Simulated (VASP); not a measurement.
# Sc (P6_3/mmc) in VASP: notebook

Sc is run at these levels: PBE; tasks: relaxation of shape and atoms at fixed volume, relaxation of cell and atoms.

Everything below comes from runs of VASP 6.6.1. Logs are shortened: lines on timing, memory, paths and dates and some standing lists are left out, and cuts for length are marked.

## 1. The cell of the first run

It takes space group P6_3/mmc (No. 194, hexagonal). The conventional cell has a = 3.252 Å, b = 3.252 Å, c = 5.057 Å, α = 90.00°, β = 90.00°, γ = 120.00°. Within 4.1 Å of Sc (site symmetry -6m2) lie 12 Sc at 3.15 to 3.25 Å.

## 2. Relaxation of shape and atoms at fixed volume, PBE (23.15 Å³/atom)

Input file INCAR:

```
ALGO = Fast
EDIFF = 1E-6
EDIFFG = -0.01
ENCUT = 600
GGA = PE
IBRION = 2
ISIF = 4
ISMEAR = 0
LASPH = T
LCHARG = F
LREAL = F
LWAVE = F
NELM = 60
NSW = 50
PREC = Accurate
SIGMA = 0.1
```

Input file KPOINTS:

```
k-points
0
Gamma
  15 15 8
```

Input file POSCAR:

```
Sc
1.0
    3.2517128344      0.0000000000      0.0000000000
   -1.6258564172      2.8160659204      0.0000000000
    0.0000000000      0.0000000000      5.0572582851
Sc
2
Direct
    0.3333333333      0.6666666667      0.2500000000
    0.6666666667      0.3333333333      0.7500000000
```

Potentials or basis: VASP PAW PBE potentials, release 64 (Sc_sv).

The run is started by

```bash
cat potpaw_PBE.64/Sc_sv/POTCAR > POTCAR
mpirun -np 1 vasp_std > vasp.out
```

OUTCAR:

```text
EDIFF = 1E-6
   EDIFFG = -0.01
   ENCUT = 600
   GGA = PE
   IBRION = 2
   ISIF = 4
   ISMEAR = 0
   LASPH = T
   LREAL = F
   NELM = 60
   NSW = 50
   PREC = Accurate

 ion  position               nearest neighbor table
   1  0.333  0.667  0.250-   2 3.15   2 3.15   2 3.15   2 3.15   2 3.15   2 3.15
   2  0.667  0.333  0.750-   1 3.15   1 3.15   1 3.15   1 3.15   1 3.15   1 3.15

  LATTYP: Found a hexagonal cell.
 ALAT       =     3.2517128344
 C/A-ratio  =     1.5552598100

  Lattice vectors:

 A1 = (   3.2517128344,   0.0000000000,   0.0000000000)
 A2 = (  -1.6258564172,   2.8160659204,   0.0000000000)
 A3 = (   0.0000000000,   0.0000000000,   5.0572582851)

Analysis of symmetry for initial positions (statically):
=====================================================================
 Subroutine PRICEL returns:
 Original cell was already a primitive cell.

 Routine SETGRP: Setting up the symmetry group for a
 hexagonal supercell.

 Subroutine GETGRP returns: Found 24 space group operations
 (whereof 12 operations were pure point group operations)
 out of a pool of 24 trial point group operations.

The static configuration has the point symmetry D_3d.
 The point group associated with its full space group is D_6h.

Analysis of symmetry for dynamics (positions and initial velocities):
=====================================================================
 Subroutine PRICEL returns:
 Original cell was already a primitive cell.

 Routine SETGRP: Setting up the symmetry group for a
 hexagonal supercell.

 Subroutine GETGRP returns: Found 24 space group operations
 (whereof 12 operations were pure point group operations)
 out of a pool of 24 trial point group operations.

The dynamic configuration has the point symmetry D_3d.
 The point group associated with its full space group is D_6h.

 Subroutine INISYM returns: Found 24 space group operations
 (whereof 12 operations are pure point group operations),
 and found     1 'primitive' translations

----------------------------------------------------------------------------------------

                                     Primitive cell

  volume of cell :      46.3095

  direct lattice vectors                    reciprocal lattice vectors
     3.251712834  0.000000000  0.000000000     0.307530231  0.177552662  0.000000000
    -1.625856417  2.816065920  0.000000000     0.000000000  0.355105324  0.000000000
     0.000000000  0.000000000  5.057258285     0.000000000  0.000000000  0.197735600

  length of vectors
[... 147 lines left out ...]
  energy-cutoff  :      600.00
  volume of cell :       46.31
      direct lattice vectors                 reciprocal lattice vectors
     3.251712834  0.000000000  0.000000000     0.307530231  0.177552662  0.000000000
    -1.625856417  2.816065920  0.000000000     0.000000000  0.355105324  0.000000000
     0.000000000  0.000000000  5.057258285     0.000000000  0.000000000  0.197735600

 POSITION                                       TOTAL-FORCE (eV/Angst)
 -----------------------------------------------------------------------------------
     -0.00000      1.87738      1.26431         0.000000     -0.000000      0.000000
      1.62586      0.93869      3.79294        -0.000000      0.000000      0.000000
 -----------------------------------------------------------------------------------
    total drift:                               -0.000000      0.000000     -0.000000

  FREE ENERGIE OF THE ION-ELECTRON SYSTEM (eV)
  ---------------------------------------------------
  free  energy   TOTEN  =       -12.4739193379 eV

  energy  without entropy=      -12.4553394297  energy(sigma->0) =      -12.46462938

--------------------------------------- Ionic step        2  -------------------------------------------

 number of electron      22.0000005 magnetization

 Free energy of the ion-electron system (eV)
  ---------------------------------------------------
  ext. energy  EPLUGINS =         0.00000000
  ---------------------------------------------------
  free energy    TOTEN  =       -12.47395942 eV

  energy without entropy =      -12.45542762  energy(sigma->0) =      -12.46469352

 E-fermi :   4.0525     XC(G=0): -10.1305

 val. band max:        4.0467503646   @ k =   0.4000   0.2000   0.3750
 cond. band min:       4.0673979254   @ k =   0.2667   0.0667   0.3750
 fundamental gap:      0.0206475608
 Fermi energy:         4.0525108027

 k-point     1 :       0.0000    0.0000    0.0000
  band No.  band energies     occupation
      1     -45.2037      2.00000
      2     -45.1101      2.00000
      3     -24.0936      2.00000
      4     -23.6696      2.00000
      5     -23.6696      2.00000
      6     -23.5876      2.00000
      7     -23.5876      2.00000
      8     -23.5545      2.00000
      9      -1.1872      2.00000
     10       2.3372      2.00000
     11       4.8369      0.00000
     12       5.7177      0.00000
     13       5.7177      0.00000
     14       6.0205      0.00000
[... 401 lines left out ...]
      2     -45.1025      2.00000
      3     -23.9602      2.00000
      4     -23.8672      2.00000
      5     -23.8305      2.00000
      6     -23.8247      2.00000
      7     -23.7226      2.00000
      8     -23.7049      2.00000
      9       2.8595      2.00000
     10       3.2552      2.00000
     11       3.4137      2.00000
     12       3.5738      2.00000
     13       5.1902      0.00000
     14       5.3003      0.00000
     15       6.1842      0.00000

 [... further k-points ...]
[... 5 lines left out ...]
  --------------------------------------------------------------------------------------
  -------------------------------------------------------------------------------------
  Total        1.1084051      1.1084051      1.0857674     -0.0000000      0.0000000      0.0000000
  in kB       38.3476680     38.3476680     37.5644671     -0.0000000      0.0000000      0.0000000
  external PRESSURE =      38.0866010 kB  Pullay stress =       0.0000000 kB

 VOLUME and BASIS-vectors are now :
 -----------------------------------------------------------------------------
  energy-cutoff  :      600.00
  volume of cell :       46.31
      direct lattice vectors                 reciprocal lattice vectors
     3.253288210  0.000000000  0.000000000     0.307381313  0.177466684  0.000000000
    -1.626644105  2.817430236  0.000000000    -0.000000000  0.354933367  0.000000000
     0.000000000  0.000000000  5.052361607     0.000000000  0.000000000  0.197927242

 POSITION                                       TOTAL-FORCE (eV/Angst)
 -----------------------------------------------------------------------------------
     -0.00000      1.87829      1.26309         0.000000     -0.000000      0.000000
      1.62664      0.93914      3.78927        -0.000000      0.000000      0.000000
 -----------------------------------------------------------------------------------
    total drift:                               -0.000000      0.000000     -0.000000

  FREE ENERGIE OF THE ION-ELECTRON SYSTEM (eV)
  ---------------------------------------------------
  free  energy   TOTEN  =       -12.4739594180 eV

  energy  without entropy=      -12.4554276152  energy(sigma->0) =      -12.46469352

 reached required accuracy - stopping structural energy minimisation
```

Wall time 97 s (1 thread of AMD EPYC 9R45 (Zen 5), shared host); peak memory 0.22 GiB.

What came out:

| Property | Result |
| --- | --- |
| Free energy | -12.4740 eV |
| Energy gained by relaxing | 0.0 meV/atom |
| Ionic steps | 2 |
| Pressure after relaxing | 3.8 GPa |
| Band gap on the k mesh | zero (bands 11 and 12 overlap by 1.61 eV) |

Final structure:
```
Sc
1.0
     3.25329    0.00000    0.00000
    -1.62664    2.81743    0.00000
     0.00000    0.00000    5.05236
Sc
2
Direct
  0.33333 0.66667 0.25000
  0.66667 0.33333 0.75000
```

Levels at points of the mesh, in eV from the Fermi level:
| k point | band 8 | band 9 | band 10 | band 11 | band 12 | band 13 | band 14 | band 15 |
| --- | --- | --- | --- | --- | --- | --- | --- | --- |
| (0.00, 0.00, 0.00) | -27.61 | -5.24 | -1.72 | 0.78 | 1.67 | 1.67 | 1.97 | 2.16 |
| (0.00, 0.00, 0.50) | -27.68 | -3.61 | -3.61 | 1.03 | 1.03 | 1.57 | 1.57 | 1.57 |

## 3. Relaxation of shape and atoms at fixed volume, PBE (23.89 Å³/atom)

This run uses another cell than the first one, of 23.89 Å³/atom.

Input file INCAR:

```
SYSTEM = Sc
PREC     = Accurate       ! precision mode
ENCUT    = 600            ! plane-wave cutoff, eV
EDIFF    = 1E-7           ! SCF threshold, eV
ISMEAR   = 0              ! smearing method
SIGMA    = 0.1            ! smearing width, eV
LREAL    = .FALSE.        ! projectors in reciprocal space
LASPH    = .TRUE.         ! aspherical terms in the spheres
NELM     = 60             ! most SCF steps
ALGO     = Fast           ! electronic algorithm
ISIF     = 4              ! what is computed and relaxed
LWAVE    = .FALSE.        ! write WAVECAR
LCHARG   = .FALSE.        ! write CHGCAR
GGA      = PE             ! functional
IBRION   = 2              ! ionic algorithm
NSW      = 50             ! ionic steps
EDIFFG   = -0.01          ! ionic threshold
```

Input file KPOINTS:

```
regular mesh
0
G
  15 15 8
  0 0 0
```

Input file POSCAR:

```
Sc
1.0
    3.2859439061      0.0000000000      0.0000000000
   -1.6429719530      2.8457108981      0.0000000000
    0.0000000000      0.0000000000      5.1104964952
Sc
2
Direct
    0.3333333333      0.6666666667      0.2500000000
    0.6666666667      0.3333333333      0.7500000000
```

Potentials or basis: VASP PAW PBE potentials, release 64 (Sc_sv).

The run is started by

```bash
cat potpaw_PBE.64/Sc_sv/POTCAR > POTCAR
mpirun -np 1 vasp_std > vasp.out
```

Wall time 1.7 min (1 thread of AMD EPYC 9R45 (Zen 5), shared host); peak memory 0.22 GiB.

Results (log left out):

- Free energy: -12.4998 eV
- Pressure after relaxing: 1.8 GPa
- Band gap on the k mesh: zero (bands 11 and 12 overlap by 1.54 eV)

Stress tensor (GPa, compression positive):
```
1.85 0.00 0.00
0.00 1.85 0.00
0.00 0.00 1.76
```

Final structure:
```xyz
2
Lattice="3.2859 0.0000 0.0000 -1.6430 2.8457 0.0000 0.0000 0.0000 5.1105" Properties=species:S:1:pos:R:3 pbc="T T T"
Sc    0.0000    1.8971    1.2776
Sc    1.6430    0.9486    3.8329
```

Levels at points of the mesh, in eV from the Fermi level:
| k point | band 8 | band 9 | band 10 | band 11 | band 12 | band 13 | band 14 | band 15 |
| --- | --- | --- | --- | --- | --- | --- | --- | --- |
| (0.00, 0.00, 0.00) | -27.71 | -5.19 | -1.67 | 0.69 | 1.63 | 1.63 | 1.91 | 2.10 |
| (0.00, 0.00, 0.50) | -27.78 | -3.60 | -3.60 | 1.00 | 1.00 | 1.54 | 1.54 | 1.54 |

## 4. Relaxation of cell and atoms, PBE

This run uses another cell than the first one, of 25.00 Å³/atom.

Input file INCAR:

```
ALGO = Fast
EDIFF = 1E-6
EDIFFG = -0.005
ENCUT = 600
GGA = PE
IBRION = 2
ISIF = 3
ISMEAR = 0
LASPH = True
LCHARG = False
LREAL = False
LWAVE = False
NELM = 100
NSW = 100
PREC = Accurate
SIGMA = 0.1
```

Input file KPOINTS:

```
k-points
0
Gamma
  15 15 8
```

Input file POSCAR:

```
Sc
1.0
    3.3090000000      0.0000000000      0.0000000000
   -1.6545000000      2.8656780611      0.0000000000
    0.0000000000      0.0000000000      5.2733000000
Sc
2
Direct
    0.3333333333      0.6666666667      0.2500000000
    0.6666666667      0.3333333333      0.7500000000
```

The run is started by

```bash
cat potpaw_PBE.64/Sc_sv/POTCAR > POTCAR
mpirun -np 1 vasp_std > vasp.out
```

Wall time 3.9 min (1 thread of AMD EPYC 9R45 (Zen 5), shared host); peak memory 0.23 GiB.

Results (log left out):

```
Free energy                           : -12.5086 eV
Relaxed volume                        : 24.67 Å³/atom
Relaxed cell                          : a = 3.321 Å, b = 3.321 Å, c = 5.167 Å, α = 90.00°, β = 90.00°, γ = 120.00°
Space group after relaxing (to 0.1 Å) : P6_3/mmc (No. 194)
Energy gained by relaxing             : 2.9 meV/atom
Ionic steps                           : 5
Pressure after relaxing               : 0.0 GPa
Band gap on the k mesh                : zero (bands 11 and 12 overlap by 1.48 eV)
```

The path:
| step | energy change (eV) | largest force (eV/Å) | pressure (GPa) | volume (Å³) |
| --- | --- | --- | --- | --- |
| 1 | 0.0000 | 0.0000 | -0.65 | 50.00 |
| 2 | -0.0047 | 0.0000 | 0.09 | 49.28 |
| 3 | -0.0050 | 0.0000 | 0.32 | 49.07 |
| 4 | -0.0058 | 0.0000 | 0.02 | 49.32 |
| 5 | -0.0058 | 0.0000 | -0.03 | 49.34 |

Final structure:
```xyz
2
Lattice="3.3207 0.0000 0.0000 -1.6604 2.8758 0.0000 0.0000 0.0000 5.1671" Properties=species:S:1:pos:R:3 pbc="T T T"
Sc    0.0000    1.9172    1.2918
Sc    1.6604    0.9586    3.8754
```

Levels at points of the mesh, in eV from the Fermi level:
| k point | band 8 | band 9 | band 10 | band 11 | band 12 | band 13 | band 14 | band 15 |
| --- | --- | --- | --- | --- | --- | --- | --- | --- |
| (0.00, 0.00, 0.00) | -27.81 | -5.13 | -1.63 | 0.62 | 1.59 | 1.59 | 1.85 | 2.04 |
| (0.00, 0.00, 0.50) | -27.88 | -3.58 | -3.58 | 0.98 | 0.98 | 1.50 | 1.50 | 1.50 |

## 5. The runs side by side

| task | cell | gap on the mesh (eV) | pressure (GPa) |
| --- | --- | --- | --- |
| relaxation of shape and atoms at fixed volume | relaxed from a = 3.252, b = 3.252, c = 5.057 Å, angles 90.0, 90.0, 120.0°, 2 atoms | none | 3.8 |
| relaxation of shape and atoms at fixed volume | relaxed from a = 3.286, b = 3.286, c = 5.110 Å, angles 90.0, 90.0, 120.0°, 2 atoms | none | 1.8 |
| relaxation of cell and atoms | relaxed from a = 3.309, b = 3.309, c = 5.273 Å, angles 90.0, 90.0, 120.0°, 2 atoms | none | 0.0 |

Alike in all rows: level PBE; potentials or basis VASP PAW PBE potentials, release 64 (Sc_sv); no spin polarisation; k mesh 15 × 15 × 8; cutoff (eV) 600; smearing gaussian 0.1 eV.

Total energies depend on the potentials used, so only differences within one code and one set of settings carry meaning.

The gap in the log of VASP goes by the Fermi energy; the results here count the filled bands.